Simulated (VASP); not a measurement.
# Rb (Im-3m) in VASP: a series of runs

Rb is run at these levels: PBEsol; tasks: single point.

All numbers are computed with VASP 6.6.1; they aren't measurements. Logs are shortened: lines on timing, memory, paths and dates and some standing lists are left out, and cuts for length are marked.

### Step 1. The cell of the first run

The structure is cubic, space group Im-3m (No. 229). The conventional cell has a = 5.612 Å, b = 5.612 Å, c = 5.612 Å, α = 90.00°, β = 90.00°, γ = 90.00°.

### Step 2. Single point, PBEsol

File INCAR:

```
PREC     = Accurate       # precision mode
ENCUT    = 520            # plane-wave cutoff, eV
EDIFF    = 1E-6           # SCF threshold, eV
ISMEAR   = 0              # smearing method
SIGMA    = 0.15           # smearing width, eV
LREAL    = False          # projectors in reciprocal space
LASPH    = True           # aspherical terms in the spheres
NELM     = 60             # most SCF steps
ALGO     = Normal         # electronic algorithm
ISIF     = 2              # what is computed and relaxed
LWAVE    = False          # write WAVECAR
LCHARG   = False          # write CHGCAR
GGA      = PS             # functional
NBANDS   = 10             # bands
```

File KPOINTS:

```
Automatic mesh
0
Gamma
  12 12 12
```

File POSCAR:

```
Rb
1.0
   -2.8060000000      2.8060000000      2.8060000000
    2.8060000000     -2.8060000000      2.8060000000
    2.8060000000      2.8060000000     -2.8060000000
Rb
1
Direct
    0.0000000000      0.0000000000      0.0000000000
```

Potentials or basis: VASP PAW PBE potentials, release 64 (Rb_sv).

On the command line:

```
> cat potpaw_PBE.64/Rb_sv/POTCAR > POTCAR
> mpirun -np 1 vasp_std > vasp.out
```

OUTCAR:

```text
PREC = Accurate
   ENCUT = 520
   EDIFF = 1E-6
   ISMEAR = 0
   LREAL = False
   LASPH = True
   NELM = 60
   ISIF = 2
   GGA = PS

 ion  position               nearest neighbor table
   1  0.000  0.000  0.000-

  LATTYP: Found a body centered cubic cell.
 ALAT       =     5.6120000000

  Lattice vectors:

 A1 = (  -2.8060000000,   2.8060000000,   2.8060000000)
 A2 = (   2.8060000000,  -2.8060000000,   2.8060000000)
 A3 = (   2.8060000000,   2.8060000000,  -2.8060000000)

Analysis of symmetry for initial positions (statically):
=====================================================================
 Subroutine PRICEL returns:
 Original cell was already a primitive cell.

 Routine SETGRP: Setting up the symmetry group for a
 body centered cubic supercell.

 Subroutine GETGRP returns: Found 48 space group operations
[... 9 lines left out ...]

 Routine SETGRP: Setting up the symmetry group for a
 body centered cubic supercell.

 Subroutine GETGRP returns: Found 48 space group operations
[... 11 lines left out ...]
                                     Primitive cell

  volume of cell :      88.3737

  direct lattice vectors                    reciprocal lattice vectors
    -2.806000000  2.806000000  2.806000000     0.000000000  0.178189594  0.178189594
     2.806000000 -2.806000000  2.806000000     0.178189594  0.000000000  0.178189594
     2.806000000  2.806000000 -2.806000000     0.178189594  0.178189594  0.000000000

  length of vectors
     4.860134566  4.860134566  4.860134566     0.251998140  0.251998140  0.251998140

  position of ions in fractional coordinates (direct lattice)
     0.000000000  0.000000000  0.000000000

  ion indices of the primitive-cell ions
   primitive index   ion index
                 1           1

----------------------------------------------------------------------------------------

 KPOINTS: Automatic mesh

Automatic generation of k-mesh.
 Grid dimensions read from file:
 generate k-points for:   12   12   12

 Generating k-lattice:

  Cartesian coordinates                     Fractional coordinates (reciprocal lattice)
     0.000000000  0.014849133  0.014849133     0.083333333  0.000000000  0.000000000
     0.014849133  0.000000000  0.014849133     0.000000000  0.083333333  0.000000000
     0.014849133  0.014849133  0.000000000     0.000000000  0.000000000  0.083333333

  Length of vectors
     0.020999845  0.020999845  0.020999845

  Shift w.r.t. Gamma in fractional coordinates (k-lattice)
     0.000000000  0.000000000  0.000000000

 Subroutine IBZKPT returns following result:
 ===========================================

 Found     72 irreducible k-points:

 Following reciprocal coordinates:
            Coordinates               Weight
  0.000000  0.000000  0.000000      1.000000
  0.083333  0.000000  0.000000     12.000000
  0.166667  0.000000  0.000000     12.000000
  0.250000  0.000000  0.000000     12.000000
  0.333333  0.000000  0.000000     12.000000
  0.416667  0.000000  0.000000     12.000000
[... 16 lines left out ...]
  0.333333  0.083333  0.083333     24.000000
  0.416667  0.083333  0.083333     12.000000
 [... further k-points ...]
   k-points           NKPTS =     72   k-points in BZ     NKDIM =     72   number of bands    NBANDS=     10
   number of dos      NEDOS =    301   number of ions     NIONS =      1
   total plane-waves  NPLWV =  46656
   dimension x,y,z NGX =    36 NGY =   36 NGZ =   36
   dimension x,y,z NGXF=    72 NGYF=   72 NGZF=   72
   ions per type =               1
   NGX,Y,Z   is equivalent  to a cutoff of  12.31, 12.31, 12.31 a.u.
   NGXF,Y,Z  is equivalent  to a cutoff of  24.63, 24.63, 24.63 a.u.
 SYSTEM =  unknown system
   PREC   = accura    normal or accurate (medium, high low for compatibility)
   ISTART =      0    job   : 0-new  1-cont  2-samecut
   ICHARG =      2    charge: 1-file 2-atom 10-const
   ISPIN  =      1    spin polarized calculation?
   LNONCOLLINEAR =      F non collinear calculations
   LSORBIT =      F    spin-orbit coupling
   LASPH  =      T    aspherical Exc in radial PAW
   ENCUT  =  520.0 eV  38.22 Ry    6.18 a.u.   9.04  9.04  9.04*2*pi/ulx,y,z
   NELM   =     60;   NELMIN=  2; NELMDL= -5     # of ELM steps
   EDIFF  = 0.1E-05   stopping-criterion for ELM
   LREAL  =      F    real-space projection
   EDIFFG = 0.1E-04   stopping-criterion for IOM
   NSW    =      0    number of steps for IOM
   IBRION =     -1    ionic relax: 0-MD 1-quasi-New 2-CG
   NFREE  =      0    steps in history (QN), initial steepest desc. (CG)
   ISIF   =      2    stress and relaxation
   ISYM   =      2    0-nonsym 1-usesym 2-fastsym
   POTIM  = 0.5000    time-step for ionic-motion
   TEBEG  =    0.0;   TEEND  =   0.0 temperature during run
   PSTRESS=    0.0 pullay stress
   NELECT =       9.0000    total number of electrons
   NUPDOWN=      -1.0000    fix difference up-down
   EMIN   =  10.00;   EMAX   =-10.00  energy-range for DOS
   EFERMI =   0.00;   METHOD = LEGACY
   ISMEAR =     0;   SIGMA  =   0.15  broadening in eV -4-tet -1-fermi 0-gaus
   EFERMI_NEDOS =   21; number of points for ismear=-14 and -15
   IALGO  =     38    algorithm
   IMIX   =      4    mixing-type and parameters
     AMIX     =   0.40;   BMIX     =  1.00
     AMIX_MAG =   1.60;   BMIX_MAG =  1.00
  volume/ion in A,a.u.               =      88.37       596.38
  Fermi-wavevector in a.u.,A,eV,Ry     =   0.764507  1.444708  7.952205  0.584471
  Thomas-Fermi vector in A             =   1.864423
   LORBIT       =      0    0 simple, 1 ext, 2 COOP (PROOUT), +10 PAW based schemes
   GGA     = PS    functional components
   LHFCALC =     F    Hartree Fock is set to
   AEXX    =    0.0000 exact exchange contribution
   IVDW    =     0    specifies the selected vdW correction
   LEPSILON=     F    determine dielectric tensor
   LRPA    =     F    only Hartree local field effects (RPA)
 non-spin polarized calculation
 Gauss-broadening in eV      SIGMA  =   0.15
  energy-cutoff  :      520.00
  volume of cell :       88.37
 maximum number of plane-waves:      2412
   NGX = 19   NGY = 19   NGZ = 19

 number of electron       9.0000000 magnetization

 Free energy of the ion-electron system (eV)
  ---------------------------------------------------
  ext. energy  EPLUGINS =         0.00000000
  ---------------------------------------------------
  free energy    TOTEN  =        -1.02876616 eV

  energy without entropy =       -1.01753323  energy(sigma->0) =       -1.02314970

 E-fermi :   0.0045     XC(G=0):  -5.5942

 val. band max:       -0.0090276844   @ k =   0.2500   0.2500   0.0000
 cond. band min:       0.0353857487   @ k =   0.3333   0.1667   0.0000
 fundamental gap:      0.0444134331
 Fermi energy:         0.0044574148

 k-point     1 :       0.0000    0.0000    0.0000
  band No.  band energies     occupation
      1     -28.8301      2.00000
      2     -12.8740      2.00000
      3     -12.8740      2.00000
      4     -12.8740      2.00000
      5      -2.0036      2.00000
      6       3.7184      0.00000
      7       3.7184      0.00000
      8       3.7184      0.00000
      9       4.6851      0.00000
     10       4.6851      0.00000

 k-point     2 :       0.0833    0.0000    0.0000
  band No.  band energies     occupation
      1     -28.8298      2.00000
      2     -12.8813      2.00000
      3     -12.8764      2.00000
      4     -12.8740      2.00000
      5      -1.9191      2.00000
      6       3.5911      0.00000
      7       3.5993      0.00000
      8       3.7968      0.00000
      9       4.5008      0.00000
     10       4.6516      0.00000

 k-point     3 :       0.1667    0.0000    0.0000
  band No.  band energies     occupation
      1     -28.8289      2.00000
      2     -12.9013      2.00000
      3     -12.8829      2.00000
      4     -12.8740      2.00000
      5      -1.6714      2.00000
      6       3.1229      0.00000
      7       3.3296      0.00000
      8       4.0293      0.00000
      9       4.4146      0.00000
     10       4.5986      0.00000

 k-point     4 :       0.2500    0.0000    0.0000
  band No.  band energies     occupation
      1     -28.8277      2.00000
      2     -12.9282      2.00000
      3     -12.8918      2.00000
      4     -12.8740      2.00000
      5      -1.2772      2.00000
      6       2.4923      0.00000
      7       3.0400      0.00000
      8       4.4083      0.00000
      9       4.5013      0.00000
     10       4.6017      0.00000

 k-point     5 :       0.3333    0.0000    0.0000
  band No.  band energies     occupation
      1     -28.8265      2.00000
      2     -12.9546      2.00000
      3     -12.9007      2.00000
      4     -12.8740      2.00000
      5      -0.7651      2.00000
      6       1.8564      0.00000
      7       2.8036      0.00000
      8       4.5377      0.00000
      9       4.7066      0.00000
     10       4.9201      0.00000

 k-point     6 :       0.4167    0.0000    0.0000
  band No.  band energies     occupation
      1     -28.8256      2.00000
      2     -12.9738      2.00000
      3     -12.9072      2.00000
      4     -12.8740      2.00000
      5      -0.1848      1.92563
      6       1.2407      0.00000
      7       2.6530      0.00000
      8       4.4186      0.00000
      9       4.9329      0.00000
     10       5.5405      0.00000

 k-point     7 :       0.5000    0.0000    0.0000
  band No.  band energies     occupation
      1     -28.8252      2.00000
      2     -12.9807      2.00000
      3     -12.9095      2.00000
      4     -12.8740      2.00000
      5       0.2411      0.02570
      6       0.8116      0.00000
      7       2.6016      0.00000
      8       4.3336      0.00000
      9       5.2572      0.00000
     10       5.3198      0.00000

 k-point     8 :       0.0833    0.0833    0.0000
  band No.  band energies     occupation
      1     -28.8292      2.00000
      2     -12.8951      2.00000
      3     -12.8789      2.00000
      4     -12.8758      2.00000
      5      -1.7530      2.00000
      6       3.3159      0.00000
      7       3.3768      0.00000
      8       3.9481      0.00000
      9       4.3162      0.00000
     10       4.7147      0.00000

 k-point     9 :       0.1667    0.0833    0.0000
  band No.  band energies     occupation
      1     -28.8281      2.00000
      2     -12.9177      2.00000
      3     -12.8867      2.00000
      4     -12.8765      2.00000
      5      -1.4315      2.00000
      6       2.7867      0.00000
      7       3.0735      0.00000
      8       4.2323      0.00000
      9       4.2877      0.00000
     10       4.8184      0.00000
[... 118 lines left out ...]
 k-point    19 :       0.3333    0.3333    0.0000
  band No.  band energies     occupation
      1     -28.8246      2.00000
      2     -12.9475      2.00000
      3     -12.9475      2.00000
      4     -12.8874      2.00000
      5       1.1232      0.00000
      6       1.1232      0.00000
      7       1.2714      0.00000
      8       4.0599      0.00000
      9       4.8749      0.00000
     10       4.8749      0.00000

 k-point    20 :       0.0833    0.0833    0.0833
  band No.  band energies     occupation
      1     -28.8284      2.00000
      2     -12.9146      2.00000
      3     -12.8793      2.00000
      4     -12.8793      2.00000
      5      -1.5105      2.00000
      6       2.9763      0.00000
      7       2.9763      0.00000
      8       4.1808      0.00000
      9       4.6041      0.00000
     10       4.6041      0.00000

 k-point    21 :       0.1667    0.0833    0.0833
  band No.  band energies     occupation
      1     -28.8273      2.00000
      2     -12.9363      2.00000
      3     -12.8889      2.00000
      4     -12.8798      2.00000
      5      -1.1226      2.00000
      6       2.4460      0.00000
      7       2.6856      0.00000
      8       4.4350      0.00000
      9       4.6628      0.00000
     10       4.7983      0.00000

 k-point    22 :       0.2500    0.0833    0.0833
  band No.  band energies     occupation
      1     -28.8263      2.00000
      2     -12.9556      2.00000
      3     -12.9007      2.00000
      4     -12.8804      2.00000
      5      -0.6155      2.00000
      6       1.8809      0.00000
      7       2.4708      0.00000
      8       4.4783      0.00000
      9       4.8682      0.00000
     10       4.9603      0.00000

 k-point    23 :       0.3333    0.0833    0.0833
  band No.  band energies     occupation
      1     -28.8255      2.00000
      2     -12.9687      2.00000
      3     -12.9101      2.00000
      4     -12.8807      2.00000
      5      -0.0339      1.28227
      6       1.3047      0.00000
      7       2.3400      0.00000
      8       4.2467      0.00000
      9       5.1655      0.00000
     10       5.1656      0.00000

 k-point    24 :       0.4167    0.0833    0.0833
  band No.  band energies     occupation
      1     -28.8252      2.00000
      2     -12.9733      2.00000
      3     -12.9137      2.00000
      4     -12.8809      2.00000
      5       0.4206      0.00009
      6       0.8611      0.00000
      7       2.2961      0.00000
      8       4.1206      0.00000
      9       5.3159      0.00000
     10       5.3466      0.00000

 [... further k-points ...]

------------------------ aborting loop because EDIFF is reached ----------------------------------------

  FORCE on cell =-STRESS in cart. coord.  units (eV):
  Direction    XX          YY          ZZ          XY          YZ          ZX
  --------------------------------------------------------------------------------------
  -------------------------------------------------------------------------------------
  Total       -0.0341753     -0.0341753     -0.0341753      0.0000000     -0.0000000      0.0000000
  in kB       -0.6195832     -0.6195832     -0.6195832      0.0000000     -0.0000000      0.0000000
  external PRESSURE =      -0.6195832 kB  Pullay stress =       0.0000000 kB

 VOLUME and BASIS-vectors are now :
 -----------------------------------------------------------------------------
  energy-cutoff  :      520.00
  volume of cell :       88.37
      direct lattice vectors                 reciprocal lattice vectors
    -2.806000000  2.806000000  2.806000000     0.000000000  0.178189594  0.178189594
     2.806000000 -2.806000000  2.806000000     0.178189594  0.000000000  0.178189594
     2.806000000  2.806000000 -2.806000000     0.178189594  0.178189594  0.000000000

 POSITION                                       TOTAL-FORCE (eV/Angst)
 -----------------------------------------------------------------------------------
      0.00000      0.00000      0.00000         0.000000     -0.000000      0.000000
 -----------------------------------------------------------------------------------
    total drift:                               -0.000000      0.000000      0.000000

  FREE ENERGIE OF THE ION-ELECTRON SYSTEM (eV)
  ---------------------------------------------------
  free  energy   TOTEN  =        -1.0287661629 eV

  energy  without entropy=       -1.0175332277  energy(sigma->0) =       -1.02314970
```

Run time: 29 s. Hardware: 1 thread of Intel Xeon Platinum 8259CL at 2.50GHz (Skylake/Cascade Lake), shared host; peak memory 0.22 GiB.

What came out:

```yaml
Free_energy: -1.0288 eV
Pressure: -0.1 GPa
```

Levels at points of the mesh, in eV from the Fermi level:
```
           k point  band 2  band 3  band 4  band 5  band 6  band 7
(0.00, 0.00, 0.00)  -12.88  -12.88  -12.88   -2.01    3.71    3.71
(0.50, 0.00, 0.00)  -12.99  -12.91  -12.88    0.24    0.81    2.60
(0.50, 0.50, 0.50)  -12.95  -12.95  -12.95    1.25    1.25    3.32
```

Caveat: the PAW data sets were made with another functional, which shifts forces and pressure a little.

(Part 1 of 2 ends here.)
